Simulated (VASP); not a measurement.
The system is KCl.

```xyz
4
Lattice="4.9136 0.0000 0.0000 -2.4568 4.2553 0.0000 0.0000 0.0000 6.1416" Properties=species:S:1:pos:R:3 pbc="T T T"
K     0.0000    2.8368    1.5354
K     2.4568    1.4184    4.6062
Cl    2.4568    1.4184    1.5354
Cl    0.0000    2.8368    4.6062
```

| Item | Value |
| --- | --- |
| Program | VASP 6.6.1 |
| Task | relaxation of cell and atoms |
| Functional | PBEsol |
| Potentials or basis | VASP PAW PBE potentials, release 64 (K_sv, Cl) |
| Cutoff | 600 eV |
| k mesh | 6 × 6 × 4 |
| Occupations | fermi-dirac, width 0.03 eV |
| Spin | no spin polarisation |

At the start: pressure 3.5 GPa; volume 32.10 Å³/atom.

Task: How do energy, volume and symmetry change on relaxing?

Result: Over 8 steps the energy falls by 64.2 meV/atom and the volume is 37.69 Å³/atom (+17.4 %); space group P6_3/mmc (No. 194, to 0.1 Å) before and after.

Step by step:
| step | energy change (eV) | largest force (eV/Å) | pressure (GPa) | volume (Å³) |
| --- | --- | --- | --- | --- |
| 1 | 0.0000 | 0.0000 | 3.52 | 128.41 |
| 2 | -0.2186 | 0.0000 | 1.01 | 141.91 |
| 3 | -0.2518 | 0.0000 | 0.18 | 148.92 |
| 4 | -0.2544 | 0.0000 | -0.07 | 151.40 |
| 5 | -0.2544 | 0.0000 | -0.11 | 151.88 |
| 6 | -0.2560 | 0.0000 | -0.06 | 151.39 |
| 7 | -0.2568 | 0.0000 | 0.03 | 150.59 |
| 8 | -0.2569 | 0.0000 | 0.01 | 150.75 |

Final structure:
```
K Cl
1.0
     5.30048    0.00000    0.00000
    -2.65024    4.59035    0.00000
     0.00000    0.00000    6.19574
K Cl
2 2
Direct
  0.33333 0.66667 0.25000
  0.66667 0.33333 0.75000
  0.66667 0.33333 0.25000
  0.33333 0.66667 0.75000
```

Caveat: the volume moved by over 15 % at a fixed basis, so the end points are rough; the PAW data sets were made with another functional, which shifts forces and pressure a little.
